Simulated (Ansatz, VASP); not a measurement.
# KBr: VASP beside Ansatz

Contents of INCAR:

```
  PREC = Accurate
  ENCUT = 520
  EDIFF = 1E-6
  ISMEAR = 0
  SIGMA = 0.05
  LREAL = F
  LASPH = T
  NELM = 100
  ALGO = Normal
  ISIF = 2
  LWAVE = F
  LCHARG = F
  GGA = PE
  NBANDS = 15
```

KPOINTS

```
Automatic mesh
0
Gamma
  8 8 8
```

Contents of POSCAR:

```
KBr
1.0
   -1.3827633523      2.7655267045      2.7655267045
    2.7655267045     -1.3827633523      2.7655267045
    2.7655267045      2.7655267045     -1.3827633523
K Br
1 1
Direct
    0.0000000000      0.0000000000      0.0000000000
    0.5000000000      0.5000000000      0.5000000000
```

Input for Ansatz:

```yaml
crystal:
  lattice:
    - [-1.3827633523, 2.7655267045, 2.7655267045]
    - [2.7655267045, -1.3827633523, 2.7655267045]
    - [2.7655267045, 2.7655267045, -1.3827633523]
  atoms:
    - { symbol: K, position: [0.0, 0.0, 0.0] }
    - { symbol: Br, position: [0.5, 0.5, 0.5] }
basis:
  ecutwfc: 420
kpoints:
  mp_grid: { grid: [8, 8, 8] }
hamiltonian:
  xc: pbe
scf:
  occupations: { method: gaussian, width: 0.05 }
output:
  forces: true
  stress: true
  eigenvalues: true
```

Alike in both runs: task single point; functional PBE; k mesh 8 × 8 × 8; occupations gaussian, width 0.05 eV; no spin polarisation.

|  | VASP | Ansatz |
| --- | --- | --- |
| version | VASP 6.6.1 | Ansatz 0.2.0 |
| potentials or method | VASP PAW PBE potentials, release 64 (K_sv, Br), cutoff 520 eV | scalar-relativistic, plane waves, PAW |
| valence electrons in the cell | 16 | 16 |

|  | VASP | Ansatz | Ansatz less VASP |
| --- | --- | --- | --- |
| gap on the k mesh at the Fermi level (eV) | 3.65 | 3.65 | +0.002 |
| least direct gap on the mesh (eV) | 3.88 | 3.88 | +0.002 |
| pressure (GPa) | -1.1 | -1.0 | +0.02 |

The functional is the same, so the differences come from potentials, cutoffs and numerics.
